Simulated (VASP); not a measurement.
Set up this calculation in VASP 6.6.1, as the native input.

```
Task                   : single point
Functional             : PBE
Potentials or basis    : VASP PAW PBE potentials, release 64 (Cs_sv, B, P)
Cutoff                 : 520 eV
k mesh                 : 6 × 6 × 2
Occupations            : gaussian, width 0.1 eV
Spin                   : no spin polarisation
Dipole correction      : no
Further INCAR settings : ALGO = Normal; EDIFF = 1e-06; NBANDS = 24
```

The structure of CsB2P3 lies in POSCAR:

```
CsB2P3
1.0
    3.0618964400      0.0000000000      0.0000000000
   -1.5309482200      2.6516801000      0.0000000000
    0.0000000000      0.0000000000      7.7191808600
Cs B P
1 2 3
Direct
    0.0000000000      0.0000000000      0.5000000000
    0.6666666700      0.3333333300      0.0652370200
    0.3333333300      0.6666666700      0.9347629800
    0.0000000000      0.0000000000      0.0000000000
    0.3333333300      0.6666666700      0.1304740400
    0.6666666700      0.3333333300      0.8695259600
```

The input as run:

INCAR

```
SYSTEM = CsB2P3
PREC = Accurate
ENCUT = 520
EDIFF = 1E-6
ISMEAR = 0
SIGMA = 0.1
LREAL = .False.
LASPH = .True.
NELM = 100
ALGO = Normal
ISIF = 2
LWAVE = .False.
LCHARG = .False.
GGA = PE
NBANDS = 24
```

KPOINTS

```
Automatic mesh
0
Gamma
  6 6 2
  0 0 0
```

Potentials or basis: VASP PAW PBE potentials, release 64 (Cs_sv, B, P).

The run is started by

```sh
$ cat potpaw_PBE.64/Cs_sv/POTCAR potpaw_PBE.64/B/POTCAR potpaw_PBE.64/P/POTCAR > POTCAR
$ mpirun -np 1 vasp_std > vasp.out
```

Results of the run:

```
Pressure               : 166.2 GPa
Largest force          : 22.294 eV/Å
Band gap on the k mesh : zero (band 15 reaches 13.18 eV, above the bottom of band 16 at 11.06 eV)
```

Caveat: the k points lie up to 0.41 Å⁻¹ apart; spin-orbit coupling is left out, which moves the levels of the heavy elements; forces of over 1 eV/Å act on the atoms, so gaps and moduli don't describe the material at rest.

Wall time 10 s on 1 thread of Intel(R) Xeon(R) 6975P-C (Granite Rapids) (shared host), peak memory 0.17 GiB.
